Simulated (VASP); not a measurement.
Set up this calculation in VASP 6.6.1, as the native input.

```yaml
Task: single point
Functional: LDA
Potentials_or_basis: VASP PAW LDA potentials, release 64 (Hf_pv, Os)
Cutoff: 520 eV
k_mesh: 7 × 7 × 7
Occupations: fermi-dirac, width 0.05 eV
Spin: no spin polarisation
Dipole_correction: no
Further_INCAR_settings: ALGO = Normal; EDIFF = 1e-06; NBANDS = 16
```

The structure of HfOs lies in POSCAR:

```
HfOs
1.0
    3.2184486199      0.0000000000      0.0000000000
    0.0000000000      3.2184486199      0.0000000000
    0.0000000000      0.0000000000      3.2184486199
Hf Os
1 1
Direct
    0.0000000000      0.0000000000      0.0000000000
    0.5000000000      0.5000000000      0.5000000000
```

The input as run:

INCAR

```
  PREC = Accurate
  ENCUT = 520
  EDIFF = 1E-6
  ISMEAR = -1
  SIGMA = 0.05
  LREAL = F
  LASPH = T
  NELM = 60
  ALGO = Normal
  ISIF = 2
  LWAVE = F
  LCHARG = T
  GGA = CA
  LELF = T
  LVHAR = T
  NBANDS = 16
```

KPOINTS

```
Automatic mesh
0
Gamma
  7 7 7
```

Potentials or basis: VASP PAW LDA potentials, release 64 (Hf_pv, Os).

Command:

```sh
$ cat potpaw_LDA.64/Hf_pv/POTCAR potpaw_LDA.64/Os/POTCAR > POTCAR
$ mpirun -np 1 vasp_std > vasp.out
```

Results of the run:

The pressure is -4.0 GPa and the band gap on the k mesh is zero (band 9 reaches 7.00 eV, above the bottom of band 10 at 6.49 eV).

Caveat: spin-orbit coupling is left out, which moves the levels of the heavy elements.

It took 6.4 s on 1 thread of Intel Xeon 6975P-C, with other jobs on the host, peak memory 0.13 GiB.
